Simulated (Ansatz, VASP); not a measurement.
One calculation of NiO, two programs

Contents of POSCAR:

```
NiO
1.0
    0.0000000000      2.0859016414      2.0859016414
    2.0859016414      0.0000000000      2.0859016414
    2.0859016414      2.0859016414      0.0000000000
Ni O
1 1
Direct
    0.0000000000      0.0000000000      0.0000000000
    0.5000000000      0.5000000000      0.5000000000
```

The input INCAR.step1:

```
SYSTEM = NiO
ALGO     = Normal         ! electronic algorithm
EDIFF    = 1E-4           ! SCF threshold, eV
ENCUT    = 600            ! plane-wave cutoff, eV
GGA      = PE             ! functional
ISMEAR   = -1             ! smearing method
ISPIN    = 2              ! spin polarisation
LASPH    = .True.         ! aspherical terms in the spheres
LCHARG   = .False.        ! write CHGCAR
LDAU     = .True.         ! DFT+U
LDAUJ    = 0 0          
LDAUL    = 2 -1           ! shell
LDAUTYPE = 2            
LDAUU    = 6 0            ! U, eV
LMAXMIX  = 4              ! l up to which the mixer works
LREAL    = .False.        ! projectors in reciprocal space
LWAVE    = .True.         ! write WAVECAR
MAGMOM   = 1 0            ! initial moments
NELM     = 150            ! most SCF steps
PREC     = Accurate       ! precision mode
SIGMA    = 0.05           ! smearing width, eV
```

The input INCAR.step2:

```
SYSTEM = NiO
ALGO     = Normal         ! electronic algorithm
EDIFF    = 1E-6           ! SCF threshold, eV
EDIFFG   = -0.01          ! ionic threshold
ENCUT    = 600            ! plane-wave cutoff, eV
IBRION   = 2              ! ionic algorithm
ISIF     = 3              ! what is computed and relaxed
ISMEAR   = -1             ! smearing method
ISPIN    = 2              ! spin polarisation
ISTART   = 1            
LASPH    = .True.         ! aspherical terms in the spheres
LCHARG   = .False.        ! write CHGCAR
LDAU     = .True.         ! DFT+U
LDAUJ    = 0 0          
LDAUL    = 2 -1           ! shell
LDAUPRINT= 1            
LDAUTYPE = 2            
LDAUU    = 6 0            ! U, eV
LMAXMIX  = 4              ! l up to which the mixer works
LMIXTAU  = .True.       
LORBIT   = 11             ! projections on sites
LREAL    = .False.        ! projectors in reciprocal space
LWAVE    = .False.        ! write WAVECAR
MAGMOM   = 1 0            ! initial moments
METAGGA  = R2SCAN         ! meta-GGA
NELM     = 150            ! most SCF steps
NSW      = 60             ! ionic steps
PREC     = Accurate       ! precision mode
SIGMA    = 0.05           ! smearing width, eV
```

Contents of KPOINTS:

```
k-points
0
Gamma
  11 11 11
  0 0 0
```

File input.yaml:

```yaml
crystal:
  lattice:
    - [0.0, 2.0859016414, 2.0859016414]
    - [2.0859016414, 0.0, 2.0859016414]
    - [2.0859016414, 2.0859016414, 0.0]
  atoms:
    - { symbol: Ni, position: [0.0, 0.0, 0.0], spin: 1.0 }
    - { symbol: O, position: [0.5, 0.5, 0.5] }
hamiltonian:
  xc: r2scan
  pseudopotentials: { kind: paw }
  hubbard: { sites: [{ species: Ni, l: d, u_eff: 6.0 }] }
magnetization:
  spin_polarized: true
kpoints:
  mp_grid: { grid: [11, 11, 11] }
scf:
  occupations: { method: fermi_dirac, width: 0.05 }
output:
  forces: true
  stress: true
  write_density: true
  write_potential: true
  elf: true
  volumetric_format: npy
relax:
  f_tol: 0.01
  max_steps: 40
  cell: { stress_tol: 0.05 }
```

Alike in both runs: task relaxation of cell and atoms; functional r2SCAN; k mesh 11 × 11 × 11; occupations fermi-dirac, width 0.05 eV; collinear spin; Hubbard terms Ni d U = 6.0 eV.

|  | VASP | Ansatz |
| --- | --- | --- |
| version | VASP 6.6.1 | Ansatz 0.2.0 |
| potentials or method | VASP PAW PBE potentials, release 64 (Ni, O) | Ansatz PAW |
| plane-wave cutoff (eV) | 600 | 500 |
| valence electrons in the cell | 16 | 24 |

|  | VASP | Ansatz | Ansatz less VASP |
| --- | --- | --- | --- |
| gap on the k mesh at the Fermi level, each at its own relaxed structure (eV) | 3.49 | 2.75 | -0.743 |
| net moment per atom (μB) | 1.00 | 1.00 | 0.000 |
| size of the moment on the site where the two differ most (μB) | 1.88 | 1.78 | -0.096 |
| relaxed volume (Å³/atom) | 8.99 | 9.41 | +0.420 |
| relaxed length of the cell vector where the two differ most in proportion (Å) | 2.941 | 2.986 | +0.0451 |

VASP's potentials were made for PBE, not for r2SCAN. Site moments also hang on the region over which each program counts them. The programs project onto different local orbitals, so the same U acts differently, and such runs can settle in different states. VASP's potentials hold 16 valence electrons a cell and Ansatz's 24, so a difference there can come from the potentials and not from the codes.

Noted on Ansatz's run: the magnetic or orbital state may not be the lowest; odd divisions of the mesh miss points on the zone boundary, where band edges often lie, so the gap on the mesh can be too wide; the plane-wave basis is chosen anew once the cell has moved, so the energies of steps on either side of that aren't comparable.
